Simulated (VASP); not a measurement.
Input of a VASP 6.6.1 run:

INCAR

```
SYSTEM = TiO2
PREC = Accurate
ENCUT = 520
EDIFF = 1E-7
ISMEAR = -1
SIGMA = 0.05
LREAL = .FALSE.
LASPH = .TRUE.
NELM = 60
ALGO = Normal
ISIF = 2
LWAVE = .FALSE.
LCHARG = .TRUE.
GGA = RP
IVDW = 12
LELF = .TRUE.
LVHAR = .TRUE.
NBANDS = 46
```

Contents of KPOINTS:

```
regular mesh
0
G
  7 5 3
  0 0 0
```

File POSCAR:

```
TiO2
1.0
    2.9234920761     -0.0000569519      0.0001180535
    0.0001146203      4.4469238105     -0.0956368449
    1.4614689458      0.0850013854      7.0711957916
Ti O
3 6
Direct
    0.0036427043      0.0003763244      0.0007036147
    0.3437596558      0.5075444586      0.3204937312
    0.6635444721      0.4932083302      0.6809135499
    0.4489898714      0.2275458110      0.1100191005
    0.7849479242      0.2845458400      0.4381125581
    0.1120867023      0.2622602743      0.7838382663
    0.8952167796      0.7384923507      0.2175689937
    0.2223544202      0.7162068770      0.5632949659
    0.5583084601      0.7732067438      0.8913882098
```

Potentials or basis: VASP PAW PBE potentials, release 64 (Ti_sv, O).

The run is started by

```bash
$ cat potpaw_PBE.64/Ti_sv/POTCAR potpaw_PBE.64/O/POTCAR > POTCAR
$ mpirun -np 1 vasp_std > vasp.out
```

**Question.** What does it give for the largest force?

**Answer.** 0.065 eV/Å.

**Question.** Predict the band gap on the k mesh.

**Answer.** 2.53 eV (least direct gap 2.57 eV).

Stress tensor (GPa, compression positive):
```
 0.80  0.00  0.00
 0.00  0.48 -0.01
 0.00 -0.01  0.71
```

Caveat: the dispersion term is far too large for a dense solid, which distorts pressure and volume; the PAW data sets were made with another functional, which shifts forces and pressure a little. A k mesh can miss the band edges.
